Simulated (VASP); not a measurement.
# ScCu (Pm-3m) in VASP: relaxation of volume and atoms at fixed shape with LDA

Aim: the relaxation of volume and atoms at fixed shape of ScCu with LDA.

Everything below comes from runs of VASP 6.6.1. Logs are shortened: lines on timing, memory, paths and dates and some standing lists are left out, and cuts for length are marked.

### 1 The cell of the first run

It takes space group Pm-3m (No. 221, cubic). Conventional cell: a = 3.256 Å, b = 3.256 Å, c = 3.256 Å, α = 90.00°, β = 90.00°, γ = 90.00°. Sc (site symmetry m-3m) has 8 Cu at 2.82 Å and 6 Sc at 3.26 Å within 3.7 Å. Cu (site symmetry m-3m) has 8 Sc at 2.82 Å and 6 Cu at 3.26 Å within 3.7 Å.

### 2 Relaxation of volume and atoms at fixed shape, LDA

Input file INCAR:

```
PREC = Accurate
ENCUT = 820
EDIFF = 1E-7
ISMEAR = 0
SIGMA = 0.1
LREAL = F
LASPH = T
NELM = 120
ALGO = Normal
ISIF = 8
LWAVE = F
LCHARG = F
GGA = CA
IBRION = 2
NSW = 60
EDIFFG = -0.03
GGA_COMPAT = F
NELMIN = 4
```

Input file KPOINTS:

```
Automatic mesh
0
Gamma
  8 8 8
```

Input file POSCAR:

```
ScCu
1.0
    3.2560000000      0.0000000000      0.0000000000
    0.0000000000      3.2560000000      0.0000000000
    0.0000000000      0.0000000000      3.2560000000
Sc Cu
1 1
Direct
    0.5000000000      0.5000000000      0.5000000000
    0.0000000000      0.0000000000      0.0000000000
```

Potentials or basis: VASP PAW LDA potentials, release 64 (Sc_sv, Cu_sv_GW).

Launch:

```bash
$ cat potpaw_LDA.64/Sc_sv/POTCAR potpaw_LDA.64/Cu_sv_GW/POTCAR > POTCAR
$ mpirun -np 1 vasp_std > vasp.out
```

OUTCAR:

```text
PREC = Accurate
   ENCUT = 820
   EDIFF = 1E-7
   ISMEAR = 0
   LREAL = F
   LASPH = T
   NELM = 120
   ISIF = 8
   GGA = CA
   IBRION = 2
   NSW = 60
   EDIFFG = -0.03
   NELMIN = 4

 ion  position               nearest neighbor table
   1  0.500  0.500  0.500-   2 2.82   2 2.82   2 2.82   2 2.82   2 2.82   2 2.82   2 2.82   2 2.82

   2  0.000  0.000  0.000-   1 2.82   1 2.82   1 2.82   1 2.82   1 2.82   1 2.82   1 2.82   1 2.82

  LATTYP: Found a simple cubic cell.
 ALAT       =     3.2560000000

  Lattice vectors:

 A1 = (   3.2560000000,   0.0000000000,   0.0000000000)
 A2 = (   0.0000000000,   3.2560000000,   0.0000000000)
 A3 = (   0.0000000000,   0.0000000000,   3.2560000000)

Analysis of symmetry for initial positions (statically):
=====================================================================
 Subroutine PRICEL returns:
 Original cell was already a primitive cell.

 Routine SETGRP: Setting up the symmetry group for a
 simple cubic supercell.

 Subroutine GETGRP returns: Found 48 space group operations
 (whereof 48 operations were pure point group operations)
 out of a pool of 48 trial point group operations.

The static configuration has the point symmetry O_h .

Analysis of symmetry for dynamics (positions and initial velocities):
=====================================================================
 Subroutine PRICEL returns:
 Original cell was already a primitive cell.

 Routine SETGRP: Setting up the symmetry group for a
 simple cubic supercell.

 Subroutine GETGRP returns: Found 48 space group operations
 (whereof 48 operations were pure point group operations)
 out of a pool of 48 trial point group operations.

The dynamic configuration has the point symmetry O_h .

 Subroutine INISYM returns: Found 48 space group operations
 (whereof 48 operations are pure point group operations),
 and found     1 'primitive' translations

----------------------------------------------------------------------------------------

                                     Primitive cell

  volume of cell :      34.5186

  direct lattice vectors                    reciprocal lattice vectors
     3.256000000  0.000000000  0.000000000     0.307125307  0.000000000  0.000000000
     0.000000000  3.256000000  0.000000000     0.000000000  0.307125307  0.000000000
     0.000000000  0.000000000  3.256000000     0.000000000  0.000000000  0.307125307

  length of vectors
     3.256000000  3.256000000  3.256000000     0.307125307  0.307125307  0.307125307

  position of ions in fractional coordinates (direct lattice)
     0.500000000  0.500000000  0.500000000
     0.000000000  0.000000000  0.000000000

  ion indices of the primitive-cell ions
   primitive index   ion index
                 1           1
                 2           2

----------------------------------------------------------------------------------------

 KPOINTS: Automatic mesh

Automatic generation of k-mesh.
 Grid dimensions read from file:
 generate k-points for:    8    8    8

 Generating k-lattice:

  Cartesian coordinates                     Fractional coordinates (reciprocal lattice)
     0.038390663  0.000000000  0.000000000     0.125000000  0.000000000  0.000000000
     0.000000000  0.038390663  0.000000000     0.000000000  0.125000000  0.000000000
     0.000000000  0.000000000  0.038390663     0.000000000  0.000000000  0.125000000

  Length of vectors
     0.038390663  0.038390663  0.038390663

  Shift w.r.t. Gamma in fractional coordinates (k-lattice)
     0.000000000  0.000000000  0.000000000

 Subroutine IBZKPT returns following result:
 ===========================================

 Found     35 irreducible k-points:

 Following reciprocal coordinates:
            Coordinates               Weight
  0.000000  0.000000  0.000000      1.000000
  0.125000  0.000000  0.000000      6.000000
  0.250000  0.000000  0.000000      6.000000
  0.375000  0.000000  0.000000      6.000000
  0.500000  0.000000  0.000000      3.000000
  0.125000  0.125000  0.000000     12.000000
[... 16 lines left out ...]
  0.375000  0.375000  0.125000     24.000000
  0.500000  0.375000  0.125000     24.000000
 [... further k-points ...]
   k-points           NKPTS =     35   k-points in BZ     NKDIM =     35   number of bands    NBANDS=     19
   number of dos      NEDOS =    301   number of ions     NIONS =      2
   total plane-waves  NPLWV =  27000
   dimension x,y,z NGX =    30 NGY =   30 NGZ =   30
   dimension x,y,z NGXF=    60 NGYF=   60 NGZF=   60
   ions per type =               1   1
   NGX,Y,Z   is equivalent  to a cutoff of  15.32, 15.32, 15.32 a.u.
   NGXF,Y,Z  is equivalent  to a cutoff of  30.64, 30.64, 30.64 a.u.
 SYSTEM =  unknown system
   PREC   = accura    normal or accurate (medium, high low for compatibility)
   ISTART =      0    job   : 0-new  1-cont  2-samecut
   ICHARG =      2    charge: 1-file 2-atom 10-const
   ISPIN  =      1    spin polarized calculation?
   LNONCOLLINEAR =      F non collinear calculations
   LSORBIT =      F    spin-orbit coupling
   LASPH  =      T    aspherical Exc in radial PAW
   ENCUT  =  820.0 eV  60.27 Ry    7.76 a.u.   7.60  7.60  7.60*2*pi/ulx,y,z
   NELM   =    120;   NELMIN=  4; NELMDL= -5     # of ELM steps
   EDIFF  = 0.1E-06   stopping-criterion for ELM
   LREAL  =      F    real-space projection
   EDIFFG = -.3E-01   stopping-criterion for IOM
   NSW    =     60    number of steps for IOM
   IBRION =      2    ionic relax: 0-MD 1-quasi-New 2-CG
   NFREE  =      1    steps in history (QN), initial steepest desc. (CG)
   ISIF   =      8    stress and relaxation
   ISYM   =      2    0-nonsym 1-usesym 2-fastsym
   POTIM  = 0.5000    time-step for ionic-motion
   TEBEG  =    0.0;   TEEND  =   0.0 temperature during run
   PSTRESS=    0.0 pullay stress
   NELECT =      30.0000    total number of electrons
   NUPDOWN=      -1.0000    fix difference up-down
   EMIN   =  10.00;   EMAX   =-10.00  energy-range for DOS
   EFERMI =   0.00;   METHOD = LEGACY
   ISMEAR =     0;   SIGMA  =   0.10  broadening in eV -4-tet -1-fermi 0-gaus
   EFERMI_NEDOS =   21; number of points for ismear=-14 and -15
   IALGO  =     38    algorithm
   IMIX   =      4    mixing-type and parameters
     AMIX     =   0.40;   BMIX     =  1.00
     AMIX_MAG =   1.60;   BMIX_MAG =  1.00
  volume/ion in A,a.u.               =      17.26       116.47
  Fermi-wavevector in a.u.,A,eV,Ry     =   1.562299  2.952317 33.208808  2.440779
  Thomas-Fermi vector in A             =   2.665238
   LORBIT       =      0    0 simple, 1 ext, 2 COOP (PROOUT), +10 PAW based schemes
   GGA     = CA    functional components
   LHFCALC =     F    Hartree Fock is set to
   AEXX    =    0.0000 exact exchange contribution
   IVDW    =     0    specifies the selected vdW correction
   LEPSILON=     F    determine dielectric tensor
   LRPA    =     F    only Hartree local field effects (RPA)
 conjugate gradient relaxation of ions
 non-spin polarized calculation
 Gauss-broadening in eV      SIGMA  =   0.10
  energy-cutoff  :      820.00
  volume of cell :       34.52
 maximum number of plane-waves:      1856
   NGX = 15   NGY = 15   NGZ = 15

--------------------------------------- Ionic step        1  -------------------------------------------

 number of electron      30.0000022 magnetization

 Free energy of the ion-electron system (eV)
  ---------------------------------------------------
  ext. energy  EPLUGINS =         0.00000000
  ---------------------------------------------------
  free energy    TOTEN  =       -12.07194055 eV

  energy without entropy =      -12.06016987  energy(sigma->0) =      -12.06605521

------------------------ aborting loop because EDIFF is reached ----------------------------------------

  FORCE on cell =-STRESS in cart. coord.  units (eV):
  Direction    XX          YY          ZZ          XY          YZ          ZX
  --------------------------------------------------------------------------------------
  -------------------------------------------------------------------------------------
  Total       -1.6493668     -1.6493668     -1.6493668      0.0000000     -0.0000000      0.0000000
  in kB      -76.5551899    -76.5551899    -76.5551899      0.0000000     -0.0000000      0.0000000
  external PRESSURE =     -76.5551899 kB  Pullay stress =       0.0000000 kB

 VOLUME and BASIS-vectors are now :
 -----------------------------------------------------------------------------
  energy-cutoff  :      820.00
  volume of cell :       34.52
      direct lattice vectors                 reciprocal lattice vectors
     3.256000000  0.000000000  0.000000000     0.307125307  0.000000000  0.000000000
     0.000000000  3.256000000  0.000000000     0.000000000  0.307125307  0.000000000
     0.000000000  0.000000000  3.256000000     0.000000000  0.000000000  0.307125307

 POSITION                                       TOTAL-FORCE (eV/Angst)
 -----------------------------------------------------------------------------------
      1.62800      1.62800      1.62800         0.000000      0.000000      0.000000
      0.00000      0.00000      0.00000         0.000000      0.000000      0.000000
 -----------------------------------------------------------------------------------
    total drift:                                0.000000      0.000000     -0.000000

  FREE ENERGIE OF THE ION-ELECTRON SYSTEM (eV)
  ---------------------------------------------------
  free  energy   TOTEN  =       -12.0719405543 eV
[... 17 lines left out ...]
 VOLUME and BASIS-vectors are now :
 -----------------------------------------------------------------------------
  energy-cutoff  :      820.00
  volume of cell :       30.56
      direct lattice vectors                 reciprocal lattice vectors
     3.126460315  0.000000000  0.000000000     0.319850534  0.000000000  0.000000000
     0.000000000  3.126460315  0.000000000     0.000000000  0.319850534  0.000000000
     0.000000000  0.000000000  3.126460315     0.000000000  0.000000000  0.319850534

 POSITION                                       TOTAL-FORCE (eV/Angst)
 -----------------------------------------------------------------------------------
      1.56323      1.56323      1.56323         0.000000      0.000000      0.000000
      0.00000      0.00000      0.00000         0.000000      0.000000      0.000000
 -----------------------------------------------------------------------------------
    total drift:                                0.000000     -0.000000     -0.000000

  FREE ENERGIE OF THE ION-ELECTRON SYSTEM (eV)
  ---------------------------------------------------
  free  energy   TOTEN  =       -12.1245773785 eV

  energy  without entropy=      -12.1130851076  energy(sigma->0) =      -12.11883124

--------------------------------------- Ionic step        3  -------------------------------------------

 number of electron      29.9999979 magnetization

 Free energy of the ion-electron system (eV)
  ---------------------------------------------------
  ext. energy  EPLUGINS =         0.00000000
  ---------------------------------------------------
  free energy    TOTEN  =       -12.14240466 eV

  energy without entropy =      -12.13066808  energy(sigma->0) =      -12.13653637

 E-fermi :   6.0266     XC(G=0): -12.1078

 val. band max:        6.0223960763   @ k =   0.3750   0.3750   0.1250
 cond. band min:       6.0391479929   @ k =   0.2500   0.0000   0.0000
 fundamental gap:      0.0167519166
 Fermi energy:         6.0265798589

 k-point     1 :       0.0000    0.0000    0.0000
  band No.  band energies     occupation
      1    -106.1922      2.00000
      2     -64.1356      2.00000
      3     -64.1356      2.00000
      4     -64.1356      2.00000
      5     -42.9598      2.00000
      6     -21.8014      2.00000
[... 11 lines left out ...]
     18       9.3677      0.00000
     19       9.3677      0.00000

 k-point     2 :       0.1250    0.0000    0.0000
  band No.  band energies     occupation
      1    -106.1922      2.00000
      2     -64.1362      2.00000
      3     -64.1356      2.00000
      4     -64.1356      2.00000
      5     -42.9549      2.00000
      6     -21.8498      2.00000
[... 476 lines left out ...]
 k-point    24 :       0.5000    0.3750    0.1250
  band No.  band energies     occupation
      1    -106.1918      2.00000
      2     -64.1390      2.00000
      3     -64.1384      2.00000
      4     -64.1356      2.00000
      5     -42.8959      2.00000
      6     -22.0741      2.00000
[... 11 lines left out ...]
     18       8.8859      0.00000
     19       9.0647      0.00000

 [... further k-points ...]
[... 5 lines left out ...]
  --------------------------------------------------------------------------------------
  -------------------------------------------------------------------------------------
  Total       -0.0052384     -0.0052384     -0.0052384      0.0000000      0.0000000      0.0000000
  in kB       -0.2639958     -0.2639958     -0.2639958      0.0000000      0.0000000      0.0000000
  external PRESSURE =      -0.2639958 kB  Pullay stress =       0.0000000 kB

 VOLUME and BASIS-vectors are now :
 -----------------------------------------------------------------------------
  energy-cutoff  :      820.00
  volume of cell :       31.79
      direct lattice vectors                 reciprocal lattice vectors
     3.167890818  0.000000000  0.000000000     0.315667445  0.000000000  0.000000000
     0.000000000  3.167890818  0.000000000     0.000000000  0.315667445  0.000000000
     0.000000000  0.000000000  3.167890818     0.000000000  0.000000000  0.315667445

 POSITION                                       TOTAL-FORCE (eV/Angst)
 -----------------------------------------------------------------------------------
      1.58395      1.58395      1.58395         0.000000      0.000000      0.000000
      0.00000      0.00000      0.00000         0.000000      0.000000      0.000000
 -----------------------------------------------------------------------------------
    total drift:                                0.000000      0.000000     -0.000000

  FREE ENERGIE OF THE ION-ELECTRON SYSTEM (eV)
  ---------------------------------------------------
  free  energy   TOTEN  =       -12.1424046642 eV

  energy  without entropy=      -12.1306680796  energy(sigma->0) =      -12.13653637

 reached required accuracy - stopping structural energy minimisation
```

Wall time 70 s (1 thread of Intel Xeon 6975P-C (Granite Rapids), shared host); peak memory 0.21 GiB.

What came out:

| Item | Value |
| --- | --- |
| Free energy | -12.1424 eV |
| Relaxed volume | 15.90 Å³/atom |
| Relaxed cell | a = 3.168 Å, b = 3.168 Å, c = 3.168 Å, α = 90.00°, β = 90.00°, γ = 90.00° |
| Space group after relaxing (to 0.1 Å) | Pm-3m (No. 221) |
| Energy gained by relaxing | 35.2 meV/atom |
| Ionic steps | 3 |
| Pressure after relaxing | 0.0 GPa |
| Band gap on the k mesh | zero (bands 15 and 16 overlap by 2.18 eV) |

Step by step:
| step | energy change (eV) | largest force (eV/Å) | pressure (GPa) | volume (Å³) |
| --- | --- | --- | --- | --- |
| 1 | 0.0000 | 0.0000 | -7.66 | 34.52 |
| 2 | -0.0526 | 0.0000 | 5.09 | 30.56 |
| 3 | -0.0705 | 0.0000 | -0.03 | 31.79 |

Final structure:
```xyz
2
Lattice="3.1679 0.0000 0.0000 0.0000 3.1679 0.0000 0.0000 0.0000 3.1679" Properties=species:S:1:pos:R:3 pbc="T T T"
Sc    1.5839    1.5839    1.5839
Cu    0.0000    0.0000    0.0000
```

LDA usually gives volumes a few per cent too small. Zero-point motion and thermal expansion aren't in these numbers.
